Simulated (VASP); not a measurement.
# AlNi3 (P4/mmm) in VASP: further runs

Runs on AlNi3. Level: PBE. Tasks: single point.

Everything below comes from runs of VASP 6.6.1. Logs are shortened: lines on timing, memory, paths and dates and some standing lists are left out, and cuts for length are marked.

## Step 1: The cell of the first run

It takes space group P4/mmm (No. 123, tetragonal). The conventional cell has a = 3.453 Å, b = 3.453 Å, c = 3.523 Å, α = 90.00°, β = 90.00°, γ = 90.00°. Ni (site symmetry 4/mmm) has 4 Al at 2.44 Å and 8 Ni at 2.47 Å within 3.2 Å. Ni (site symmetry mmm) has 8 Ni at 2.44 to 2.47 Å and 4 Al at 2.47 Å within 3.2 Å. Within 3.2 Å of Al (site symmetry 4/mmm) lie 12 Ni at 2.44 to 2.47 Å.

## Step 2: Single point, PBE, collinear spin, ferromagnetic start

The input, INCAR:

```
SYSTEM = AlNi3
PREC = Accurate
ENCUT = 520
EDIFF = 1E-6
ISMEAR = -1
SIGMA = 0.05
LREAL = .False.
LASPH = .True.
NELM = 150
ALGO = Normal
ISIF = 2
LWAVE = .False.
LCHARG = .False.
ISPIN = 2
MAGMOM = 1 1 1 0
LORBIT = 11
LMAXMIX = 4
GGA = PE
NBANDS = 28
```

The input, KPOINTS:

```
Automatic mesh
0
Gamma
  7 7 6
  0 0 0
```

The input, POSCAR:

```
AlNi3
1.0
    3.4525936322      0.0000000000      0.0000000000
    0.0000000000      3.4525936322      0.0000000000
    0.0000000000      0.0000000000      3.5230547267
Ni Al
3 1
Direct
    0.5000000000      0.5000000000      0.0000000000
    0.5000000000      0.0000000000      0.5000000000
    0.0000000000      0.5000000000      0.5000000000
    0.0000000000      0.0000000000      0.0000000000
```

Potentials or basis: VASP PAW PBE potentials, release 64 (Ni, Al).

Command:

```sh
$ cat potpaw_PBE.64/Ni/POTCAR potpaw_PBE.64/Al/POTCAR > POTCAR
$ mpirun -np 1 vasp_std > vasp.out
```

OUTCAR:

```text
SYSTEM = AlNi3
   PREC = Accurate
   ENCUT = 520
   EDIFF = 1E-6
   ISMEAR = -1
   LREAL = .False.
   LASPH = .True.
   NELM = 150
   ISIF = 2
   ISPIN = 2
   LORBIT = 11
   GGA = PE

 ion  position               nearest neighbor table
   1  0.500  0.500  0.000-   4 2.44   4 2.44   4 2.44   4 2.44   3 2.47   2 2.47   3 2.47   2 2.47
                             3 2.47   2 2.47   3 2.47   2 2.47
   2  0.500  0.000  0.500-   3 2.44   3 2.44   3 2.44   3 2.44   4 2.47   1 2.47   1 2.47   1 2.47
                             4 2.47   4 2.47   4 2.47   1 2.47
   3  0.000  0.500  0.500-   2 2.44   2 2.44   2 2.44   2 2.44   4 2.47   1 2.47   4 2.47   4 2.47
                             1 2.47   4 2.47   1 2.47   1 2.47
   4  0.000  0.000  0.000-   1 2.44   1 2.44   1 2.44   1 2.44   3 2.47   2 2.47   3 2.47   3 2.47
                             3 2.47   2 2.47   2 2.47   2 2.47

  LATTYP: Found a simple tetragonal cell.
 ALAT       =     3.4525936322
 C/A-ratio  =     1.0204081633

  Lattice vectors:

 A1 = (   3.4525936322,   0.0000000000,   0.0000000000)
 A2 = (   0.0000000000,   3.4525936322,   0.0000000000)
 A3 = (   0.0000000000,   0.0000000000,   3.5230547267)

Analysis of symmetry for initial positions (statically):
=====================================================================
 Subroutine PRICEL returns:
 Original cell was already a primitive cell.

 Routine SETGRP: Setting up the symmetry group for a
 simple tetragonal supercell.

 Subroutine GETGRP returns: Found 16 space group operations
 (whereof 16 operations were pure point group operations)
 out of a pool of 16 trial point group operations.

The static configuration has the point symmetry D_4h.

Analysis of symmetry for dynamics (positions and initial velocities):
=====================================================================
 Subroutine PRICEL returns:
 Original cell was already a primitive cell.

 Routine SETGRP: Setting up the symmetry group for a
 simple tetragonal supercell.

 Subroutine GETGRP returns: Found 16 space group operations
 (whereof 16 operations were pure point group operations)
 out of a pool of 16 trial point group operations.

The dynamic configuration has the point symmetry D_4h.

Analysis of structural, dynamic, and magnetic symmetry:
=====================================================================
 Subroutine PRICEL returns:
 Original cell was already a primitive cell.

 Routine SETGRP: Setting up the symmetry group for a
 simple tetragonal supercell.

 Subroutine GETGRP returns: Found 16 space group operations
 (whereof 16 operations were pure point group operations)
 out of a pool of 16 trial point group operations.

The overall configuration has the point symmetry D_4h.

 Subroutine INISYM returns: Found 16 space group operations
[... 132 lines left out ...]
 spin polarized calculation
  energy-cutoff  :      520.00
  volume of cell :       42.00
 maximum number of plane-waves:      1157
 NGX is ok and might be reduce to    28
   NGX = 13   NGY = 13   NGZ = 13

 number of electron      32.9999988 magnetization       0.6524000

 Free energy of the ion-electron system (eV)
  ---------------------------------------------------
  ext. energy  EPLUGINS =         0.00000000
  ---------------------------------------------------
  free energy    TOTEN  =       -21.74466346 eV

  energy without entropy =      -21.71779575  energy(sigma->0) =      -21.73122961

 E-fermi :  10.5072     XC(G=0): -13.0748

 val. band max:       10.4867433515   @ k =   0.2857   0.1429   0.1667
 cond. band min:      10.5111307006   @ k =   0.0000   0.0000   0.0000
 fundamental gap:      0.0243873491
 Fermi energy:        10.5071818493

 spin component 1

 k-point     1 :       0.0000    0.0000    0.0000
  band No.  band energies     occupation
      1       0.0515      1.00000
      2       5.7809      1.00000
      3       6.4885      1.00000
      4       6.5180      1.00000
      5       6.8890      1.00000
      6       6.8890      1.00000
[... 733 lines left out ...]
     27      24.2879      0.00000
     28      24.8668      0.00000

 [... further k-points ...]

 spin component 2

 k-point     1 :       0.0000    0.0000    0.0000
  band No.  band energies     occupation
      1       0.0276      1.00000
      2       5.8523      1.00000
      3       6.6264      1.00000
      4       6.6550      1.00000
      5       7.1472      1.00000
      6       7.1472      1.00000
[... 733 lines left out ...]
     27      24.2760      0.00000
     28      24.8830      0.00000

 [... further k-points ...]

------------------------ aborting loop because EDIFF is reached ----------------------------------------

  FORCE on cell =-STRESS in cart. coord.  units (eV):
  Direction    XX          YY          ZZ          XY          YZ          ZX
  --------------------------------------------------------------------------------------
  -------------------------------------------------------------------------------------
  Total        4.5907838      4.5907838      4.0453987      0.0000000      0.0000000      0.0000000
  in kB      175.1407090    175.1407090    154.3339929      0.0000000      0.0000000      0.0000000
  external PRESSURE =     168.2051370 kB  Pullay stress =       0.0000000 kB

 VOLUME and BASIS-vectors are now :
 -----------------------------------------------------------------------------
  energy-cutoff  :      520.00
  volume of cell :       42.00
      direct lattice vectors                 reciprocal lattice vectors
     3.452593632  0.000000000  0.000000000     0.289637330  0.000000000  0.000000000
     0.000000000  3.452593632  0.000000000     0.000000000  0.289637330  0.000000000
     0.000000000  0.000000000  3.523054727     0.000000000  0.000000000  0.283844583

 POSITION                                       TOTAL-FORCE (eV/Angst)
 -----------------------------------------------------------------------------------
      1.72630      1.72630      0.00000         0.000000      0.000000      0.000000
      1.72630      0.00000      1.76153         0.000000      0.000000      0.000000
      0.00000      1.72630      1.76153         0.000000      0.000000      0.000000
      0.00000      0.00000      0.00000         0.000000      0.000000      0.000000
 -----------------------------------------------------------------------------------
    total drift:                                0.000000      0.000000      0.000000

  FREE ENERGIE OF THE ION-ELECTRON SYSTEM (eV)
  ---------------------------------------------------
  free  energy   TOTEN  =       -21.7446634646 eV

  energy  without entropy=      -21.7177957482  energy(sigma->0) =      -21.73122961

 total charge

# of ion       s       p       d       tot
------------------------------------------
    1        0.526   0.585   8.422   9.533
    2        0.526   0.585   8.416   9.526
    3        0.526   0.585   8.416   9.526
    4        0.418   0.424   0.000   0.842
--------------------------------------------------
tot          1.995   2.178  25.253  29.427

 magnetization (x)

# of ion       s       p       d       tot
------------------------------------------
    1       -0.003  -0.009   0.239   0.227
    2       -0.003  -0.009   0.241   0.230
    3       -0.003  -0.009   0.241   0.230
    4       -0.000  -0.007   0.000  -0.008
--------------------------------------------------
tot         -0.008  -0.033   0.722   0.680
```

It took 58 s on 1 thread of Intel Xeon 6975P-C (Granite Rapids), shared host; peak memory 0.21 GiB.

What came out:

- Free energy: -21.7447 eV
- Pressure: 16.8 GPa
- Net moment: 0.65 μB per cell
- Site moments: Ni +0.23; Al -0.01 μB
- Valence electrons inside the program's atomic spheres: Ni 9.53; Al 0.84

Caveat: the cell stands under pressure.

## Step 3: Single point, PBE, collinear spin, ferromagnetic start

This run uses another cell than the first one, of 10.71 Å³/atom.

The input, INCAR:

```
SYSTEM = AlNi3
  PREC = Accurate
  ENCUT = 520
  EDIFF = 1E-7
  ISMEAR = -1
  SIGMA = 0.05
  LREAL = .FALSE.
  LASPH = .TRUE.
  NELM = 150
  ALGO = Fast
  ISIF = 2
  LWAVE = .FALSE.
  LCHARG = .TRUE.
  ISPIN = 2
  MAGMOM = 1 1 1 0
  LORBIT = 11
  LMAXMIX = 4
  GGA = PE
  LELF = .TRUE.
  LVHAR = .TRUE.
  NBANDS = 28
```

The input, KPOINTS:

```
Automatic mesh
0
G
  7 7 6
  0 0 0
```

POSCAR: that of step 2 with these lines changed.

```diff
@@ -2,4 +2,4 @@
 1.0
-    3.4525936322      0.0000000000      0.0000000000
-    0.0000000000      3.4525936322      0.0000000000
+    3.4878241794      0.0000000000      0.0000000000
+    0.0000000000      3.4878241794      0.0000000000
     0.0000000000      0.0000000000      3.5230547267
```

Potentials or basis: VASP PAW PBE potentials, release 64 (Ni, Al).

Command:

```sh
$ cat potpaw_PBE.64/Ni/POTCAR potpaw_PBE.64/Al/POTCAR > POTCAR
$ mpirun -np 1 vasp_std > vasp.out
```

Run time: 70 s. Hardware: 1 thread of Intel Xeon 6975P-C (Granite Rapids), shared host; peak memory 0.21 GiB.

Results (log left out):

```
Free energy                                           : -21.8234 eV
Pressure                                              : 11.8 GPa
Net moment                                            : 0.68 μB per cell
Site moments                                          : Ni +0.24; Al -0.01 μB
Valence electrons inside the program's atomic spheres : Ni 9.49; Al 0.83
```

Stress tensor (GPa, compression positive):
```
12.02  0.00  0.00
 0.00 12.02  0.00
 0.00  0.00 11.24
```

Levels at points of the mesh, in eV from the Fermi level:
Spin up:
| k point | band 13 | band 14 | band 15 | band 16 | band 17 | band 18 | band 19 | band 20 | band 21 | band 22 |
| --- | --- | --- | --- | --- | --- | --- | --- | --- | --- | --- |
| (0.00, 0.00, 0.00) | -0.26 | -0.07 | -0.07 | -0.02 | 0.73 | 0.95 | 0.95 | 6.76 | 6.90 | 7.78 |
| (0.00, 0.00, 0.50) | -1.26 | -1.26 | -1.10 | -0.50 | -0.02 | 5.74 | 5.74 | 5.79 | 5.79 | 6.65 |
Spin down:
| k point | band 14 | band 15 | band 16 | band 17 | band 18 | band 19 |
| --- | --- | --- | --- | --- | --- | --- |
| (0.00, 0.00, 0.00) | 0.34 | 0.34 | 0.39 | 0.70 | 0.93 | 0.93 |
| (0.00, 0.00, 0.50) | -0.97 | -0.88 | -0.32 | 0.39 | 5.80 | 5.80 |

Caveat: the cell stands under pressure.

[end of part 1 of 2]
